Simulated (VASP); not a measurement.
Write the native input for VASP 6.6.1 that does the following.

```yaml
Task: single point
Functional: LDA
Potentials_or_basis: VASP PAW LDA potentials, release 64 (Si, O)
Cutoff: 520 eV
k_mesh: 4 × 4 × 4
Occupations: gaussian, width 0.02 eV
Spin: no spin polarisation
Dipole_correction: no
Further_INCAR_settings: LREAL = Auto; ALGO = Normal; EDIFF = 1e-06; NBANDS = 63
```

The structure of SiO2 lies in POSCAR:

```
SiO2
1.0
   -4.5429978349      4.5429978349      4.5429978349
    4.5429978349     -4.5429978349      4.5429978349
    4.5429978349      4.5429978349     -4.5429978349
Si O
6 12
Direct
    0.5000000000      0.2500000000      0.7500000000
    0.5000000000      0.7500000000      0.2500000000
    0.2500000000      0.7500000000      0.5000000000
    0.7500000000      0.2500000000      0.5000000000
    0.2500000000      0.5000000000      0.7500000000
    0.7500000000      0.5000000000      0.2500000000
    0.3547210729      0.0000000000      0.6452789271
    0.6452789271      0.6452789271      0.2905578543
    0.3547210729      0.6452789271      0.0000000000
    0.3547210729      0.7094421457      0.3547210729
    0.6452789271      0.2905578543      0.6452789271
    0.0000000000      0.3547210729      0.6452789271
    0.7094421457      0.3547210729      0.3547210729
    0.6452789271      0.3547210729      0.0000000000
    0.0000000000      0.6452789271      0.3547210729
    0.2905578543      0.6452789271      0.6452789271
    0.3547210729      0.3547210729      0.7094421457
    0.6452789271      0.0000000000      0.3547210729
```

These files were run (other wordings do the same):

INCAR

```
  ALGO = Normal
  EDIFF = 1E-6
  ENCUT = 520
  GGA = CA
  ISIF = 2
  ISMEAR = 0
  LASPH = True
  LCHARG = True
  LELF = True
  LREAL = Auto
  LVHAR = True
  LWAVE = False
  NBANDS = 63
  NELM = 80
  PREC = Accurate
  SIGMA = 0.02
```

KPOINTS

```
k-points
0
Gamma
  4 4 4
```

Potentials or basis: VASP PAW LDA potentials, release 64 (Si, O).

The run is started by

```bash
$ cat potpaw_LDA.64/Si/POTCAR potpaw_LDA.64/O/POTCAR > POTCAR
$ mpirun -np 1 vasp_std > vasp.out
```

Results of the run:

```json
{
  "Pressure": "-5.6 GPa",
  "Band gap on the k mesh": "5.38 eV"
}
```

Caveat: the cell stands under tension.

It took 2.6 min on 1 thread of Intel(R) Xeon(R) 6975P-C (Granite Rapids), on a shared host, peak memory 0.42 GiB.
